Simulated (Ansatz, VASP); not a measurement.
**One calculation of CdS, two programs**

File POSCAR:

```
CdS
1.0
    4.1500000000      0.0000000000      0.0000000000
   -2.0750000000      3.5940054257      0.0000000000
    0.0000000000      0.0000000000      6.7370000000
Cd S
2 2
Direct
    0.3333333333      0.6666666667      0.0000000000
    0.6666666667      0.3333333333      0.5000000000
    0.3333333333      0.6666666667      0.3750000000
    0.6666666667      0.3333333333      0.8750000000
```

The input INCAR.step1:

```
SYSTEM = CdS
PREC = Accurate ; ENCUT = 600
ISMEAR = 0 ; SIGMA = 0.02
LREAL = .False. ; LASPH = .True.
NELM = 60 ; GGA = PE
ALGO = Normal ; EDIFF = 1E-4
LWAVE = .True. ; LCHARG = .False.
```

The input INCAR.step2:

```
SYSTEM = CdS
PREC = Accurate ; ENCUT = 600
EDIFF = 1E-7 ; ISMEAR = 0
SIGMA = 0.02 ; LREAL = .False.
LASPH = .True. ; NELM = 60
ALGO = Normal ; ISIF = 3
LWAVE = .False. ; LCHARG = .False.
METAGGA = R2SCAN ; LMIXTAU = .True.
IBRION = 2 ; NSW = 100
EDIFFG = -0.005 ; ISTART = 1
```

File KPOINTS:

```
regular mesh
0
Gamma
  6 6 4
  0 0 0
```

Input for Ansatz:

```yaml
crystal:
  lattice:
    - [4.15, 0.0, 0.0]
    - [-2.075, 3.5940054257, 0.0]
    - [0.0, 0.0, 6.737]
  atoms:
    - { symbol: Cd, position: [0.3333333333, 0.6666666667, 0.0] }
    - { symbol: Cd, position: [0.6666666667, 0.3333333333, 0.5] }
    - { symbol: S, position: [0.3333333333, 0.6666666667, 0.375] }
    - { symbol: S, position: [0.6666666667, 0.3333333333, 0.875] }
basis:
  ecutwfc: 500
kpoints:
  mp_grid: { grid: [6, 6, 4] }
hamiltonian:
  xc: r2scan
scf:
  occupations: { method: gaussian, width: 0.02 }
output:
  forces: true
  stress: true
  eigenvalues: true
  write_density: true
  write_potential: true
  elf: true
  volumetric_format: npy
relax:
  adjacent_minimum: "off"
  f_tol: 0.005
  max_steps: 80
  cell: { stress_tol: 0.05 }
```

Alike in both runs: task relaxation of cell and atoms; functional r2SCAN; k mesh 6 × 6 × 4; occupations gaussian, width 0.02 eV; no spin polarisation.

|  | VASP | Ansatz |
| --- | --- | --- |
| version | VASP 6.6.1 | Ansatz 0.2.0 |
| potentials or method | VASP PAW PBE potentials, release 64 (Cd, S), cutoff 600 eV | scalar-relativistic, plane waves, PAW |
| valence electrons in the cell | 36 | 52 |

|  | VASP | Ansatz | Ansatz less VASP |
| --- | --- | --- | --- |
| gap on the k mesh at the Fermi level, each at its own relaxed structure (eV) | 1.62 | 1.63 | +0.017 |
| relaxed volume (Å³/atom) | 25.52 | 25.40 | -0.120 |
| relaxed cell length with the largest relative difference (Å) | 4.171 | 4.164 | -0.0067 |

VASP's potentials were made for PBE, not for r2SCAN. VASP's potentials hold 36 valence electrons a cell and Ansatz's 52, so a difference there can come from the potentials and not from the codes.
